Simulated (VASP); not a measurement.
Input of a VASP 6.6.1 run:

The input INCAR:

```
ALGO     = Normal         # electronic algorithm
EDIFF    = 1E-6           # SCF threshold, eV
ENCUT    = 520            # plane-wave cutoff, eV
GGA      = PE             # functional
ISIF     = 2              # what is computed and relaxed
ISMEAR   = 0              # smearing method
LASPH    = True           # aspherical terms in the spheres
LCHARG   = False          # write CHGCAR
LREAL    = False          # projectors in reciprocal space
LWAVE    = False          # write WAVECAR
NBANDS   = 14             # bands
NELM     = 80             # most SCF steps
PREC     = Accurate       # precision mode
SIGMA    = 0.1            # smearing width, eV
```

File KPOINTS:

```
k-points
0
Gamma
  24 24 14
```

POSCAR

```
CuSi
1.0
    2.7626330483      0.0000000000      0.0000000000
   -1.3813165241      2.3925104012      0.0000000000
    0.0000000000      0.0000000000      4.0018451050
Si Cu
1 1
Direct
    0.3333333333      0.6666666667      0.0000000000
    0.6666666667      0.3333333333      0.5000000000
```

Potentials or basis: VASP PAW PBE potentials, release 64 (Si, Cu).

Launch:

```console
$ cat potpaw_PBE.64/Si/POTCAR potpaw_PBE.64/Cu/POTCAR > POTCAR
$ mpirun -np 1 vasp_std > vasp.out
```

**Question.** Predict the pressure.

**Answer.** 1.0 GPa.

Stress tensor (GPa, compression positive):
```
0.93 0.00 0.00
0.00 0.93 0.00
0.00 0.00 1.07
```
